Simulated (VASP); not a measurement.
Here is a VASP 6.6.1 calculation.

File INCAR:

```
SYSTEM = C25O
PREC = Accurate
ENCUT = 520
EDIFF = 1E-6
ISMEAR = 0
SIGMA = 0.05
LREAL = Auto
LASPH = .TRUE.
NELM = 60
ALGO = Normal
ISIF = 2
LWAVE = .FALSE.
LCHARG = .FALSE.
LDIPOL = .TRUE.
IDIPOL = 3
DIPOL = 0.5 0.5 0.302
GGA = PE
NBANDS = 72
```

The input KPOINTS:

```
regular mesh
0
G
  6 6 1
  0 0 0
```

Contents of POSCAR:

```
C25O
1.0
    5.0509324483      0.0000000000      0.0000000000
   -2.5254662241      4.3742358130      0.0000000000
    0.0000000000      0.0000000000     24.3675695640
C O
25 1
Direct
    0.1666666667      0.3333333333      0.1641526041
    0.1666666667      0.8333333333      0.1641526041
    0.6666666667      0.3333333333      0.1641526041
    0.6666666667      0.8333333333      0.1641526041
    0.0000000000      0.0000000000      0.1853081253
    0.0000000000      0.5000000000      0.1853081253
    0.5000000000      0.0000000000      0.1853081253
    0.5000000000      0.5000000000      0.1853081253
    0.0000000000      0.0000000000      0.2487746889
    0.0000000000      0.5000000000      0.2487746889
    0.5000000000      0.0000000000      0.2487746889
    0.5000000000      0.5000000000      0.2487746889
    0.3333333333      0.1666666667      0.2625971826
    0.3333333333      0.6666666667      0.2625971826
    0.8333333333      0.1666666667      0.2625971826
    0.8333333333      0.6666666667      0.2625971826
    0.3333333333      0.1666666667      0.4254554106
    0.3333333333      0.6666666667      0.4254554106
    0.8333333333      0.1666666667      0.4254554106
    0.8333333333      0.6666666667      0.4254554106
    0.1666666667      0.3333333333      0.4254658856
    0.1666666667      0.8333333333      0.4254658856
    0.6666666667      0.3333333333      0.4254658856
    0.6666666667      0.8333333333      0.4254658856
    0.6666666667      0.8333333333      0.4898957827
    0.8290612096      0.8333333333      0.5235570744
```

Potentials or basis: VASP PAW PBE potentials, release 64 (C, O).

Launch:

```console
$ cat potpaw_PBE.64/C/POTCAR potpaw_PBE.64/O/POTCAR > POTCAR
$ mpirun -np 1 vasp_std > vasp.out
```

Problem. Predict the band gap on the k mesh.

Solution. Zero (bands 53 and 54 overlap by 0.08 eV).

Problem. Predict the largest force.

Solution. 7.763 eV/Å.

Forces on the atoms (eV/Å):
```
C   -0.001 -0.001  3.570
C    0.000 -0.002  3.569
C    0.012  0.005  3.572
C    0.003  0.002  3.583
C    0.005  0.002 -7.762
C   -0.008  0.000 -7.763
C   -0.004  0.002 -7.752
C    0.001 -0.008 -7.754
C    0.003  0.000  4.137
C   -0.006  0.002  4.156
C   -0.005  0.006  4.132
C    0.004 -0.011  4.135
C    0.001  0.002  0.039
C   -0.009 -0.003  0.073
C   -0.001  0.005  0.053
C    0.005 -0.003  0.041
C    0.028 -0.128  0.210
C   -2.976 -1.749 -1.799
C   -0.032  2.611 -1.492
C    1.531 -1.105 -2.402
C   -0.073  0.258 -0.305
C    0.407 -0.226 -0.170
C    0.263 -0.050  0.010
C    0.617 -0.249  0.623
C   -0.970  0.451  3.076
O    1.206  0.190  2.216
```
